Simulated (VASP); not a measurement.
# Se (R-3m) in VASP: notebook, part 2 of 2

VASP 6.6.1.

**3. Single point, PBEsol**

The input, INCAR:

```
PREC     = Accurate       # precision mode
ENCUT    = 520            # plane-wave cutoff, eV
EDIFF    = 1E-6           # SCF threshold, eV
ISMEAR   = 0              # smearing method
SIGMA    = 0.1            # smearing width, eV
LREAL    = F              # projectors in reciprocal space
LASPH    = T              # aspherical terms in the spheres
NELM     = 100            # most SCF steps
ALGO     = Normal         # electronic algorithm
ISIF     = 2              # what is computed and relaxed
LWAVE    = F              # write WAVECAR
LCHARG   = T              # write CHGCAR
GGA      = PS             # functional
LELF     = T              # ELF
LVHAR    = T            
NBANDS   = 9              # bands
```

The input, KPOINTS:

```
Automatic mesh
0
Gamma
  9 9 9
```

The input, POSCAR:

```
Se
1.0
    1.9068263803      1.1009067240      0.9008474707
   -1.9068263803      1.1009067240      0.9008474707
    0.0000000000     -2.2018134480      0.9008474707
Se
1
Direct
    0.0000000000      0.0000000000      0.0000000000
```

Potentials or basis: VASP PAW PBE potentials, release 64 (Se).

Command:

```console
$ cat potpaw_PBE.64/Se/POTCAR > POTCAR
$ mpirun -np 1 vasp_std > vasp.out
```

OUTCAR:

```text
PREC = Accurate
   ENCUT = 520
   EDIFF = 1E-6
   ISMEAR = 0
   LREAL = F
   LASPH = T
   NELM = 100
   ISIF = 2
   GGA = PS

 ion  position               nearest neighbor table
   1  0.000  0.000  0.000-

  LATTYP: Found a trigonal (rhomboedric) cell.
 ALAT       =     2.3789721783
 COS(alpha) =    -0.2849125553

  Lattice vectors:

 A1 = (   1.9068263803,   1.1009067240,   0.9008474707)
 A2 = (  -1.9068263803,   1.1009067240,   0.9008474707)
 A3 = (   0.0000000000,  -2.2018134480,   0.9008474707)

Analysis of symmetry for initial positions (statically):
=====================================================================
 Subroutine PRICEL returns:
 Original cell was already a primitive cell.

 Routine SETGRP: Setting up the symmetry group for a
 trigonal (rhombohedral) supercell.

 Subroutine GETGRP returns: Found 12 space group operations
 (whereof 12 operations were pure point group operations)
 out of a pool of 12 trial point group operations.

The static configuration has the point symmetry D_3d.

Analysis of symmetry for dynamics (positions and initial velocities):
=====================================================================
 Subroutine PRICEL returns:
 Original cell was already a primitive cell.

 Routine SETGRP: Setting up the symmetry group for a
 trigonal (rhombohedral) supercell.

 Subroutine GETGRP returns: Found 12 space group operations
 (whereof 12 operations were pure point group operations)
 out of a pool of 12 trial point group operations.

The dynamic configuration has the point symmetry D_3d.

 Subroutine INISYM returns: Found 12 space group operations
 (whereof 12 operations are pure point group operations),
 and found     1 'primitive' translations

----------------------------------------------------------------------------------------

                                     Primitive cell

[... 110 lines left out ...]
  Fermi-wavevector in a.u.,A,eV,Ry     =   1.323845  2.501705 23.845107  1.752566
  Thomas-Fermi vector in A             =   2.453423
   LORBIT       =      0    0 simple, 1 ext, 2 COOP (PROOUT), +10 PAW based schemes
   GGA     = PS    functional components
   LHFCALC =     F    Hartree Fock is set to
   AEXX    =    0.0000 exact exchange contribution
   IVDW    =     0    specifies the selected vdW correction
   LEPSILON=     F    determine dielectric tensor
   LRPA    =     F    only Hartree local field effects (RPA)
 non-spin polarized calculation
 Gauss-broadening in eV      SIGMA  =   0.10
  energy-cutoff  :      520.00
  volume of cell :       11.35
 maximum number of plane-waves:       318
 NGX is ok and might be reduce to    18
   NGX =  9   NGY =  9   NGZ =  9

 number of electron       6.0000000 magnetization

 Free energy of the ion-electron system (eV)
  ---------------------------------------------------
  ext. energy  EPLUGINS =         0.00000000
  ---------------------------------------------------
  free energy    TOTEN  =        -1.07197421 eV

  energy without entropy =       -1.06988349  energy(sigma->0) =       -1.07092885

 E-fermi :  14.6566     XC(G=0): -13.4888

 val. band max:       14.5371138946   @ k =   0.1111   0.1111   0.1111
 cond. band min:      14.6915518951   @ k =  -0.1111   0.4444   0.1111
 fundamental gap:      0.1544380005
 Fermi energy:        14.6565643536

 k-point     1 :       0.0000    0.0000    0.0000
  band No.  band energies     occupation
      1      -8.9660      2.00000
      2      19.7923      0.00000
      3      22.3019      0.00000
      4      22.3019      0.00000
      5      26.5795      0.00000
      6      26.5795      0.00000
      7      29.5763      0.00000
      8      33.6026      0.00000
      9      33.6026      0.00000
[... 265 lines left out ...]
 k-point    24 :       0.4444    0.4444   -0.0000
  band No.  band energies     occupation
      1       0.6946      2.00000
      2       2.3911      2.00000
      3      10.1651      2.00000
      4      18.9780      0.00000
      5      22.1120      0.00000
      6      25.8315      0.00000
      7      34.0462      0.00000
      8      34.2582      0.00000
      9      39.4143      0.00000

 [... further k-points ...]

------------------------ aborting loop because EDIFF is reached ----------------------------------------

  FORCE on cell =-STRESS in cart. coord.  units (eV):
  Direction    XX          YY          ZZ          XY          YZ          ZX
  --------------------------------------------------------------------------------------
  -------------------------------------------------------------------------------------
  Total       10.6813309     10.6813309     10.5456180      0.0000000     -0.0000000      0.0000000
  in kB     1508.2445341   1508.2445342   1489.0813579      0.0000000     -0.0000000      0.0000000
  external PRESSURE =    1501.8568088 kB  Pullay stress =       0.0000000 kB

 VOLUME and BASIS-vectors are now :
 -----------------------------------------------------------------------------
  energy-cutoff  :      520.00
  volume of cell :       11.35
      direct lattice vectors                 reciprocal lattice vectors
     1.906826380  1.100906724  0.900847471     0.262215797  0.151390361  0.370021945
    -1.906826380  1.100906724  0.900847471    -0.262215797  0.151390361  0.370021945
     0.000000000 -2.201813448  0.900847471     0.000000000 -0.302780723  0.370021945

 POSITION                                       TOTAL-FORCE (eV/Angst)
 -----------------------------------------------------------------------------------
      0.00000      0.00000      0.00000         0.000000      0.000000     -0.000000
 -----------------------------------------------------------------------------------
    total drift:                               -0.000000      0.000000      0.000000

  FREE ENERGIE OF THE ION-ELECTRON SYSTEM (eV)
  ---------------------------------------------------
  free  energy   TOTEN  =        -1.0719742080 eV

  energy  without entropy=       -1.0698834908  energy(sigma->0) =       -1.07092885
```

OSZICAR:

```text
N       E                     dE             d eps       ncg     rms          rms(c)
DAV:   1     0.976099629612E+01    0.97610E+01   -0.33254E+03  1586   0.608E+02
DAV:   2    -0.947665660767E+00   -0.10709E+02   -0.10227E+02  2159   0.815E+01
DAV:   3    -0.110414071574E+01   -0.15648E+00   -0.15624E+00  1834   0.815E+00
DAV:   4    -0.110426705376E+01   -0.12634E-03   -0.12634E-03  2093   0.239E-01
DAV:   5    -0.110426708029E+01   -0.26523E-07   -0.23953E-07  1795   0.285E-03    0.104E+01
DAV:   6    -0.108321338258E+01    0.21054E-01   -0.25427E-03  1882   0.339E-01    0.630E+00
DAV:   7    -0.107203301914E+01    0.11180E-01   -0.45716E-03  1942   0.487E-01    0.658E-02
DAV:   8    -0.107197665432E+01    0.56365E-04   -0.84412E-05  1684   0.584E-02    0.172E-02
DAV:   9    -0.107197445135E+01    0.22030E-05   -0.53362E-06  2047   0.139E-02    0.461E-03
DAV:  10    -0.107197420801E+01    0.24334E-06   -0.54652E-08   919   0.193E-03
   1 F= -.10719742E+01 E0= -.10709288E+01  d E =-.209072E-02
```

It took 6 s on 1 thread of Intel Xeon Platinum 8488C (Sapphire Rapids), shared host; peak memory 0.12 GiB.

Results:

```yaml
Free_energy: -1.0720 eV
Pressure: 150.2 GPa
Band_gap_on_the_k_mesh: zero (bands 3 and 4 overlap by 14.33 eV)
```

Caveat: the cell stands under pressure; the PAW data sets were made with another functional, which shifts forces and pressure a little.

**4. Relaxation of cell and atoms, PBEsol, target pressure 148 GPa, at which the enthalpy is minimised**

This run uses another cell than the first one, of 11.32 Å³/atom.

The input, INCAR:

```
ALGO     = Normal         # electronic algorithm
EDIFF    = 1E-6           # SCF threshold, eV
EDIFFG   = -0.05          # ionic threshold
ENCUT    = 600            # plane-wave cutoff, eV
GGA      = PS             # functional
IBRION   = 2              # ionic algorithm
ISIF     = 3              # what is computed and relaxed
ISMEAR   = 0              # smearing method
LASPH    = True           # aspherical terms in the spheres
LCHARG   = False          # write CHGCAR
LREAL    = False          # projectors in reciprocal space
LWAVE    = False          # write WAVECAR
NELM     = 100            # most SCF steps
NSW      = 80             # ionic steps
PREC     = Accurate       # precision mode
PSTRESS  = 1480.0       
SIGMA    = 0.1            # smearing width, eV
```

The input, KPOINTS:

```
k-points
0
Gamma
  9 9 9
```

The input, POSCAR:

```
Se
1.0
    1.9250000000      1.1113992682      0.8816666667
   -1.9250000000      1.1113992682      0.8816666667
    0.0000000000     -2.2227985364      0.8816666667
Se
1
Direct
    0.0000000000      0.0000000000      0.0000000000
```

Command:

```console
$ cat potpaw_PBE.64/Se/POTCAR > POTCAR
$ mpirun -np 1 vasp_std > vasp.out
```

Run time: 32 s. Hardware: 1 thread of Intel Xeon Platinum 8488C (Sapphire Rapids), shared host; peak memory 0.14 GiB.

It converged, with:

| Item | Value |
| --- | --- |
| Free energy | -1.1138 eV |
| Relaxed volume | 11.39 Å³/atom |
| Relaxed cell | a = 2.383 Å, b = 2.383 Å, c = 2.383 Å, α = 106.59°, β = 106.59°, γ = 106.59° |
| Space group after relaxing (to 0.1 Å) | R-3m (No. 166) |
| Energy change on relaxing (the run minimises the enthalpy) | -73.2 meV/atom |
| Ionic steps | 10 |
| Pressure after relaxing | 147.7 GPa |
| Band gap on the k mesh | zero (bands 3 and 4 overlap by 14.27 eV) |

Stress tensor (GPa, compression positive):
```
147.94   0.00   0.00
  0.00 147.94   0.00
  0.00   0.00 147.33
```

Step by step:
```csv
step,energy change (eV),largest force (eV/Å),pressure (GPa),volume (Å³)
1,0.0000,0.0000,151.55,11.32
2,-0.3673,0.0000,131.02,11.73
3,-0.0783,0.0000,147.21,11.40
4,-0.0927,0.0000,146.51,11.41
5,-0.1114,0.0000,146.39,11.45
6,-0.1011,0.0000,146.02,11.42
7,-0.1093,0.0000,145.88,11.43
8,-0.1044,0.0000,145.93,11.43
9,0.0598,0.0000,155.67,11.25
10,-0.0732,0.0000,147.74,11.39
```

Final structure:
```yaml
crystal:
  lattice:
    - [1.91026, 1.10289, 0.90113]
    - [-1.91026, 1.10289, 0.90113]
    - [0.00000, -2.20578, 0.90113]
  atoms:
    - { symbol: Se, position: [0.00000, 0.00000, 0.00000] }
```

Levels at points of the mesh, in eV from the Fermi level:
| k point | band 1 | band 2 | band 3 | band 4 | band 5 | band 6 | band 7 |
| --- | --- | --- | --- | --- | --- | --- | --- |
| (0.00, 0.00, 0.00) | -23.54 | 5.13 | 7.63 | 7.63 | 11.95 | 11.95 | 14.91 |

Caveat: the cell is relaxed towards a set pressure, so the run minimises the enthalpy, not the energy; the PAW data sets were made with another functional, which shifts forces and pressure a little. Zero-point motion and thermal expansion aren't in these numbers.

**5. The runs side by side**

```csv
task,cell,k mesh,cutoff (eV),smearing,gap on the mesh (eV),pressure (GPa)
relaxation of cell and atoms,"relaxed to 148 GPa from a = 2.379 Å, angles 106.6°, 1 atom",21 × 21 × 21,600,fermi-dirac 0.1 eV,none,148.0
single point,"a = 2.379 Å, angles 106.6°, 1 atom",9 × 9 × 9,520,gaussian 0.1 eV,none,150.2
relaxation of cell and atoms,"relaxed to 148 GPa from a = 2.391 Å, angles 107.2°, 1 atom",9 × 9 × 9,600,gaussian 0.1 eV,none,147.7
```

Alike in all rows: level PBEsol; potentials or basis VASP PAW PBE potentials, release 64 (Se); no spin polarisation.

Caveats: the PAW data sets were made with another functional, which shifts forces and pressure a little; the cell is relaxed towards a set pressure, so the run minimises the enthalpy, not the energy (at least some runs); the cell stands under pressure (at least some runs).

Total energies depend on the potentials used, so only differences within one code and one set of settings carry meaning.
